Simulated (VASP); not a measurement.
Wanted: the native input for a VASP 6.6.1 run.

```yaml
Task: single point
Functional: LDA
Potentials_or_basis: VASP PAW LDA potentials, release 64 (Cl)
Cutoff: 500 eV
k_mesh: 16 × 16 × 14
Occupations: fermi-dirac, width 0.1 eV
Spin: no spin polarisation
Dipole_correction: no
Further_INCAR_settings: ALGO = Normal; EDIFF = 1e-06; NBANDS = 10
```

The structure of Cl lies in POSCAR:

```
Cl
1.0
    2.9251335938      0.0000000000      0.0000000000
   -1.4625667969      2.5332400017      0.0000000000
    0.0000000000      0.0000000000      2.2045724957
Cl
1
Direct
    0.0000000000      0.0000000000      0.0000000000
```

One way to write it, as run:

INCAR

```
  PREC = Accurate
  ENCUT = 500
  EDIFF = 1E-6
  ISMEAR = -1
  SIGMA = 0.1
  LREAL = F
  LASPH = T
  NELM = 120
  ALGO = Normal
  ISIF = 2
  LWAVE = F
  LCHARG = T
  LELF = T
  LVHAR = T
  NBANDS = 10
  GGA_COMPAT = F
```

KPOINTS

```
Automatic mesh
0
Gamma
  16 16 14
```

Potentials or basis: VASP PAW LDA potentials, release 64 (Cl).

Run with:

```bash
$ cat potpaw_LDA.64/Cl/POTCAR > POTCAR
$ mpirun -np 1 vasp_std > vasp.out
```

Results of the run:

```yaml
Pressure: 18.8 GPa
Band_gap_on_the_k_mesh: zero (an odd number of electrons rules out a gap without spin polarisation)
```

Caveat: the cell stands under pressure; an odd number of electrons without spin polarisation forces a metal; a magnetic or distorted state may lie lower.

Wall time 17 s on 1 thread of Intel Xeon 8259CL, on a shared host, peak memory 0.14 GiB.
